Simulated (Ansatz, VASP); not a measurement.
# One calculation of Ca, two programs

Contents of INCAR:

```
SYSTEM = Ca
ALGO = Normal
EDIFF = 1E-6
EDIFFG = -0.04
ENCUT = 600
GGA = PE
IBRION = 2
ISIF = 3
ISMEAR = 0
LASPH = .True.
LCHARG = .False.
LREAL = .False.
LWAVE = .False.
NELM = 100
NSW = 90
PREC = Accurate
SIGMA = 0.1
```

File KPOINTS:

```
k-points
0
Gamma
  4 4 4
  0 0 0
```

Contents of POSCAR:

```
Ca
1.0
    2.2105925636     -7.0124537517      0.0000000000
    2.2105925636      7.0124537517      0.0000000000
    0.0000000000      0.0000000000      5.8503899872
Ca
4
Direct
    0.0980000000      0.9020000000      0.9100000000
    0.5980000000      0.4020000000      0.5900000000
    0.9020000000      0.0980000000      0.0900000000
    0.4020000000      0.5980000000      0.4100000000
```

Input for Ansatz:

```yaml
crystal:
  lattice:
    - [2.2105925636, -7.0124537517, 0.0]
    - [2.2105925636, 7.0124537517, 0.0]
    - [0.0, 0.0, 5.8503899872]
  atoms:
    - { symbol: Ca, position: [0.098, 0.902, 0.91] }
    - { symbol: Ca, position: [0.598, 0.402, 0.59] }
    - { symbol: Ca, position: [0.902, 0.098, 0.09] }
    - { symbol: Ca, position: [0.402, 0.598, 0.41] }
basis:
  ecutwfc: 420
kpoints:
  mp_grid: { grid: [4, 4, 4] }
hamiltonian:
  xc: pbe
scf:
  occupations: { method: gaussian, width: 0.1 }
  lower_state_search: "off"
output:
  forces: true
  stress: true
  eigenvalues: true
relax:
  adjacent_minimum: "off"
  f_tol: 0.04
  max_steps: 70
  cell: { stress_tol: 0.4 }
```

Alike in both runs: task relaxation of cell and atoms; functional PBE; k mesh 4 × 4 × 4; occupations gaussian, width 0.1 eV; no spin polarisation.

|  | VASP | Ansatz |
| --- | --- | --- |
| version | VASP 6.6.1 | Ansatz 0.2.0 |
| potentials or method | VASP PAW PBE potentials, release 64 (Ca_sv), cutoff 600 eV | scalar-relativistic, plane waves, PAW |
| valence electrons in the cell | 40 | 40 |

```csv
,VASP,Ansatz,Ansatz less VASP
"gap on the k mesh at the Fermi level, each at its own relaxed structure (eV)",none,none,-
relaxed volume (Å³/atom),43.10,42.53,-0.571
relaxed cell length with the largest relative difference (Å),6.470,6.394,-0.0761
```

A gap of «none» marks a metal or a gap that the smearing closes.

The k mesh is coarse, so the values compare programs but aren't converged.
